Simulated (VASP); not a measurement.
Set up this calculation in VASP 6.6.1, as the native input.

```yaml
Task: single point
Functional: PBEsol
Potentials_or_basis: VASP PAW PBE potentials, release 64 (Ru_pv)
Cutoff: 520 eV
k_mesh: 18 × 18 × 10
Occupations: gaussian, width 0.15 eV
Spin: no spin polarisation
Dipole_correction: no
Further_INCAR_settings: ALGO = Fast; EDIFF = 1e-07; NBANDS = 21
```

The structure of Ru lies in POSCAR:

```
Ru
1.0
    2.7273000000      0.0000000000      0.0000000000
   -1.3636500000      2.3619110838      0.0000000000
    0.0000000000      0.0000000000      4.4565000000
Ru
2
Direct
    0.3333333333      0.6666666667      0.2500000000
    0.6666666667      0.3333333333      0.7500000000
```

These files were run (other wordings do the same):

INCAR

```
PREC = Accurate ; ENCUT = 520
EDIFF = 1E-7 ; ISMEAR = 0
SIGMA = 0.15 ; LREAL = False
LASPH = True ; NELM = 100
ALGO = Fast ; ISIF = 2
LWAVE = False ; LCHARG = False
GGA = PS ; NBANDS = 21
```

KPOINTS

```
Automatic mesh
0
Gamma
  18 18 10
```

Potentials or basis: VASP PAW PBE potentials, release 64 (Ru_pv).

The run is started by

```sh
$ cat potpaw_PBE.64/Ru_pv/POTCAR > POTCAR
$ mpirun -np 1 vasp_std > vasp.out
```

It gave:

```yaml
Pressure: -21.8 GPa
Band_gap_on_the_k_mesh: zero (band 14 reaches 13.20 eV, above the bottom of band 15 at 10.37 eV)
```

Caveat: the PAW data sets were made with another functional, which shifts forces and pressure a little.

Wall time 83 s on 1 thread of Intel(R) Xeon(R) Platinum 8488C (Sapphire Rapids), on a shared host, peak memory 0.22 GiB.
